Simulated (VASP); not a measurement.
Write the native input for VASP 6.6.1 that does the following.

| Item | Value |
| --- | --- |
| Task | single point |
| Functional | LDA |
| Potentials or basis | VASP PAW LDA potentials, release 64 (Mg, Ni, H) |
| Cutoff | 520 eV |
| k mesh | 11 × 11 × 10 |
| Occupations | fermi-dirac, width 0.1 eV |
| Spin | collinear spin, zero start |
| Starting moments | [0.0, 0.0, 0.0] μB |
| Fixed moment | 0 μB |
| Dipole correction | no |
| Further INCAR settings | ALGO = Normal; EDIFF = 1e-06; NBANDS = 18 |

The structure of MgNiH lies in POSCAR:

```
MgNiH
1.0
    3.0881170000      0.0000000000      0.0000000000
    0.0000000000      3.0881170000      0.0000000000
    0.0000000000      0.0000000000      3.2570240000
Mg Ni H
1 1 1
Direct
    0.0000000000      0.0000000000      0.0000000000
    0.5000000000      0.5000000000      0.5000000000
    0.5000000000      0.5000000000      0.0000000000
```

One way to write it, as run:

INCAR

```
SYSTEM = MgNiH
PREC = Accurate ; ENCUT = 520
EDIFF = 1E-6 ; ISMEAR = -1
SIGMA = 0.1 ; LREAL = .False.
LASPH = .True. ; NELM = 150
ALGO = Normal ; ISIF = 2
LWAVE = .False. ; LCHARG = .True.
ISPIN = 2 ; MAGMOM = 0 0 0
LORBIT = 11 ; NUPDOWN = 0.0
LMAXMIX = 4 ; LELF = .True.
LVHAR = .True. ; NBANDS = 18
```

KPOINTS

```
Automatic mesh
0
Gamma
  11 11 10
  0 0 0
```

Potentials or basis: VASP PAW LDA potentials, release 64 (Mg, Ni, H).

The run is started by

```console
$ cat potpaw_LDA.64/Mg/POTCAR potpaw_LDA.64/Ni/POTCAR potpaw_LDA.64/H/POTCAR > POTCAR
$ mpirun -np 1 vasp_std > vasp.out
```

It gave:

```
Pressure                                              : -7.0 GPa
Net moment                                            : 0.00 μB per cell
Valence electrons inside the program's atomic spheres : Mg 0.40; Ni 9.37; H 0.56
```

Caveat: the cell stands under tension; the total moment is fixed, so each spin has its own Fermi level.

Run time: 64 s on 1 thread of Oxide Virtual Turin-like Processor (shared host), peak memory 0.19 GiB.
